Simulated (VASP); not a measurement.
# SbP in VASP: a series of runs

SbP is run at these levels: PBE; tasks: single point.

All numbers are computed with VASP 6.6.1; they aren't measurements. Logs are shortened: lines on timing, memory, paths and dates and some standing lists are left out, and cuts for length are marked.

## Step 1: The cell of the first run

The typed cell holds 4 atoms: a = 3.859 Å, b = 4.878 Å, c = 5.589 Å, α = 100.00°, β = 90.00°, γ = 89.98°.

## Step 2: Single point, PBE

The input, INCAR:

```
PREC = Accurate
ENCUT = 520
EDIFF = 1E-7
ISMEAR = 0
SIGMA = 0.1
LREAL = F
LASPH = T
NELM = 60
ALGO = Normal
ISIF = 2
LWAVE = F
LCHARG = F
GGA = PE
NBANDS = 18
```

The input, KPOINTS:

```
Automatic mesh
0
Gamma
  6 6 4
```

The input, POSCAR:

```
SbP
1.0
    3.8589569530      0.0261348761      0.0039838239
   -0.0314102824      4.8734965155     -0.2106830188
   -0.0011114373     -0.7323318176      5.5407554703
Sb P
2 2
Direct
    0.5000706019      0.5237960519      0.4906212495
   -0.0001160560      0.9764661828      0.5095217576
    0.4998176946      0.3862824584      0.0128788343
    0.0000657295      0.1140652668     -0.0127358414
```

Potentials or basis: VASP PAW PBE potentials, release 64 (Sb, P).

Run with:

```console
cat potpaw_PBE.64/Sb/POTCAR potpaw_PBE.64/P/POTCAR > POTCAR
mpirun -np 1 vasp_std > vasp.out
```

OUTCAR:

```text
PREC = Accurate
   ENCUT = 520
   EDIFF = 1E-7
   ISMEAR = 0
   LREAL = F
   LASPH = T
   NELM = 60
   ISIF = 2
   GGA = PE

 ion  position               nearest neighbor table
   1  0.500  0.524  0.491-   3 2.64   2 2.92   2 2.92   3 3.11   2 3.31   2 3.31
   2  1.000  0.976  0.510-   4 2.64   1 2.92   1 2.92   4 3.11   1 3.31   1 3.31
   3  0.500  0.386  0.013-   4 2.33   4 2.33   1 2.64   1 3.11
   4  0.000  0.114  0.987-   3 2.33   3 2.33   2 2.64   2 3.11

  LATTYP: Found a triclinic cell.
 ALAT       =     4.8781494675
 B/A-ratio  =     1.1457096382
 C/A-ratio  =     0.7910884104
 COS(alpha) =     0.0000628244
 COS(beta)  =     0.0002824952
 COS(gamma) =     0.1737227513

  Lattice vectors:

 A1 = (   0.0314102824,  -4.8734965155,   0.2106830188)
 A2 = (  -0.0011114373,  -0.7323318176,   5.5407554703)
 A3 = (  -3.8589569530,  -0.0261348761,  -0.0039838239)

Analysis of symmetry for initial positions (statically):
=====================================================================
 Subroutine PRICEL returns:
 Original cell was already a primitive cell.

 Routine SETGRP: Setting up the symmetry group for a
 triclinic supercell.

 Subroutine GETGRP returns: Found  1 space group operations
 (whereof  1 operations were pure point group operations)
 out of a pool of  2 trial point group operations.

The static configuration has the point symmetry C_1 .

Analysis of symmetry for dynamics (positions and initial velocities):
=====================================================================
 Subroutine PRICEL returns:
 Original cell was already a primitive cell.

 Routine SETGRP: Setting up the symmetry group for a
 triclinic supercell.

 Subroutine GETGRP returns: Found  1 space group operations
 (whereof  1 operations were pure point group operations)
 out of a pool of  2 trial point group operations.

The dynamic configuration has the point symmetry C_1 .

 Subroutine INISYM returns: Found  1 space group operations
 (whereof  1 operations are pure point group operations),
 and found     1 'primitive' translations

----------------------------------------------------------------------------------------

                                     Primitive cell

[... 92 lines left out ...]
   ENCUT  =  520.0 eV  38.22 Ry    6.18 a.u.   7.18  9.07 10.39*2*pi/ulx,y,z
   NELM   =     60;   NELMIN=  2; NELMDL= -5     # of ELM steps
   EDIFF  = 0.1E-06   stopping-criterion for ELM
   LREAL  =      F    real-space projection
   EDIFFG = 0.1E-05   stopping-criterion for IOM
   NSW    =      0    number of steps for IOM
   IBRION =     -1    ionic relax: 0-MD 1-quasi-New 2-CG
   NFREE  =      0    steps in history (QN), initial steepest desc. (CG)
   ISIF   =      2    stress and relaxation
   ISYM   =      2    0-nonsym 1-usesym 2-fastsym
   POTIM  = 0.5000    time-step for ionic-motion
   TEBEG  =    0.0;   TEEND  =   0.0 temperature during run
   PSTRESS=    0.0 pullay stress
   NELECT =      20.0000    total number of electrons
   NUPDOWN=      -1.0000    fix difference up-down
   EMIN   =  10.00;   EMAX   =-10.00  energy-range for DOS
   EFERMI =   0.00;   METHOD = LEGACY
   ISMEAR =     0;   SIGMA  =   0.10  broadening in eV -4-tet -1-fermi 0-gaus
   EFERMI_NEDOS =   21; number of points for ismear=-14 and -15
   IALGO  =     38    algorithm
   IMIX   =      4    mixing-type and parameters
     AMIX     =   0.40;   BMIX     =  1.00
     AMIX_MAG =   1.60;   BMIX_MAG =  1.00
  volume/ion in A,a.u.               =      25.90       174.80
  Fermi-wavevector in a.u.,A,eV,Ry     =   0.946124  1.787915 12.179259  0.895150
  Thomas-Fermi vector in A             =   2.074091
   LORBIT       =      0    0 simple, 1 ext, 2 COOP (PROOUT), +10 PAW based schemes
   GGA     = PE    functional components
   LHFCALC =     F    Hartree Fock is set to
   AEXX    =    0.0000 exact exchange contribution
   IVDW    =     0    specifies the selected vdW correction
   LEPSILON=     F    determine dielectric tensor
   LRPA    =     F    only Hartree local field effects (RPA)
 non-spin polarized calculation
 Gauss-broadening in eV      SIGMA  =   0.10
  energy-cutoff  :      520.00
  volume of cell :      103.61
 maximum number of plane-waves:      2820
 NGX is ok and might be reduce to    30
   NGX = 15   NGY = 19   NGZ = 21

 number of electron      20.0000000 magnetization

 Free energy of the ion-electron system (eV)
  ---------------------------------------------------
  ext. energy  EPLUGINS =         0.00000000
  ---------------------------------------------------
  free energy    TOTEN  =       -18.30626589 eV

  energy without entropy =      -18.30062841  energy(sigma->0) =      -18.30344715

 E-fermi :   6.2411     XC(G=0):  -9.3959

 val. band max:        6.1993135841   @ k =   0.1667  -0.0000   0.5000
 cond. band min:       6.2490398139   @ k =   0.3333   0.1667   0.2500
 fundamental gap:      0.0497262298
 Fermi energy:         6.2410685474

 k-point     1 :       0.0000    0.0000    0.0000
  band No.  band energies     occupation
      1      -7.3909      2.00000
      2      -4.3757      2.00000
      3      -2.3485      2.00000
      4       0.5657      2.00000
      5       1.4004      2.00000
      6       1.9663      2.00000
[... 481 lines left out ...]
      5       2.4816      2.00000
      6       2.4839      2.00000
[... 10 lines left out ...]
     17      12.4414      0.00000
     18      12.4421      0.00000

 [... further k-points ...]

------------------------ aborting loop because EDIFF is reached ----------------------------------------

  FORCE on cell =-STRESS in cart. coord.  units (eV):
  Direction    XX          YY          ZZ          XY          YZ          ZX
  --------------------------------------------------------------------------------------
  -------------------------------------------------------------------------------------
  Total       -0.0425871      0.0446752      0.0177809     -0.0042091     -0.0909199     -0.0023057
  in kB       -0.6585332      0.6908232      0.2749494     -0.0650865     -1.4059146     -0.0356540
  external PRESSURE =       0.1024131 kB  Pullay stress =       0.0000000 kB

 VOLUME and BASIS-vectors are now :
 -----------------------------------------------------------------------------
  energy-cutoff  :      520.00
  volume of cell :      103.61
      direct lattice vectors                 reciprocal lattice vectors
     3.858956953  0.026134876  0.003983824     0.259125707  0.001681954  0.000274286
    -0.031410282  4.873496516 -0.210683019    -0.001425745  0.206361401  0.027274879
    -0.001111437 -0.732331818  5.540755470    -0.000240525  0.007845526  0.181517713

 POSITION                                       TOTAL-FORCE (eV/Angst)
 -----------------------------------------------------------------------------------
      1.91275      2.20649      2.61005        -0.002179     -0.001462      0.007277
      3.82727      4.41180      2.62139         0.002006      0.001833     -0.007076
      1.91663      1.88618     -0.00803         0.001511     -0.053078     -0.009542
     -0.00443     -0.16711      5.44616        -0.001338      0.052707      0.009341
 -----------------------------------------------------------------------------------
    total drift:                                0.000003     -0.000000     -0.000005

  FREE ENERGIE OF THE ION-ELECTRON SYSTEM (eV)
  ---------------------------------------------------
  free  energy   TOTEN  =       -18.3062658934 eV

  energy  without entropy=      -18.3006284107  energy(sigma->0) =      -18.30344715
```

Wall time 85 s (1 thread of Intel Xeon 6975P-C (Granite Rapids), shared host); peak memory 0.27 GiB.

Results:

```
Free energy            : -18.3063 eV
Pressure               : 0.0 GPa
Largest force          : 0.054 eV/Å
Band gap on the k mesh : zero (band 10 reaches 6.81 eV, above the bottom of band 11 at 5.88 eV)
```

Forces in eV/Å, atoms in the order of the input:
```
Sb  -0.002 -0.001  0.007
Sb   0.002  0.002 -0.007
P    0.002 -0.053 -0.010
P   -0.001  0.053  0.009
```

Stress tensor (GPa, compression positive):
```
-0.07 -0.01  0.00
-0.01  0.07 -0.14
 0.00 -0.14  0.03
```

Caveat: spin-orbit coupling is left out, which moves the levels of the heavy elements.

## Step 3: Single point, PBE

This run uses another cell than the first one, of 26.38 Å³/atom, 1.018 times its volume.

Edit INCAR of step 2 so:

```diff
@@ -11,4 +11,6 @@
 LWAVE = F
-LCHARG = F
+LCHARG = T
 GGA = PE
+LELF = T
+LVHAR = T
 NBANDS = 18
```

The input, KPOINTS:

```
regular mesh
0
Gamma
  10 12 8
```

The input, POSCAR:

```
SbP
1.0
    4.9346071524      0.0000000000     -0.1426691746
    0.0000000000      3.8254479580      0.0000000000
   -1.1431356458      0.0000000000      5.6232167942
Sb P
2 2
Direct
    0.2756486994      0.2500000000      0.4874570864
    0.7243513006      0.7500000000      0.5125429136
    0.1415695910      0.2500000000      0.0196838769
    0.8584304090      0.7500000000      0.9803161231
```

Potentials or basis: VASP PAW PBE potentials, release 64 (Sb, P).

Run with:

```console
cat potpaw_PBE.64/Sb/POTCAR potpaw_PBE.64/P/POTCAR > POTCAR
mpirun -np 1 vasp_std > vasp.out
```

Run time: 4.8 min. Hardware: 1 thread of Intel Xeon 6975P-C (Granite Rapids), shared host; peak memory 0.59 GiB.

The run converged. Its results:

| Property | Result |
| --- | --- |
| Free energy | -18.2919 eV |
| Pressure | 0.0 GPa |
| Largest force | 0.039 eV/Å |
| Band gap on the k mesh | zero (band 10 reaches 6.70 eV, above the bottom of band 11 at 5.74 eV) |

Forces in eV/Å, atoms in the order of the input:
```
Sb  -0.037  0.000  0.014
Sb   0.037  0.000 -0.014
P   -0.020  0.000 -0.022
P    0.020  0.000  0.022
```

Stress tensor (GPa, compression positive):
```
 0.01  0.00 -0.04
 0.00 -0.14  0.00
-0.04  0.00  0.09
```

Levels at points of the mesh, in eV from the Fermi level:
```tsv
k point	band 7	band 8	band 9	band 10	band 11	band 12	band 13	band 14
(0.00, 0.00, 0.00)	-4.07	-2.13	-1.36	-0.75	-0.25	2.02	2.53	3.41
(0.50, 0.00, 0.00)	-3.75	-0.89	-0.63	-0.46	1.16	1.48	1.97	3.20
(0.00, 0.50, 0.00)	-2.98	-2.98	-1.94	-1.94	0.00	0.00	2.36	2.36
(0.50, 0.50, 0.00)	-3.64	-3.64	-3.05	-3.05	1.69	1.69	4.17	4.17
(0.00, 0.00, 0.50)	-3.52	-1.92	-1.31	-0.31	0.02	1.49	2.65	3.28
(0.50, 0.00, 0.50)	-1.41	-0.87	-0.73	-0.04	0.55	1.25	1.29	1.45
(0.00, 0.50, 0.50)	-2.40	-2.40	-1.01	-1.01	0.03	0.03	0.76	0.76
(0.50, 0.50, 0.50)	-4.36	-4.36	-0.84	-0.84	1.80	1.80	4.18	4.18
```

Caveat: spin-orbit coupling is left out, which moves the levels of the heavy elements.
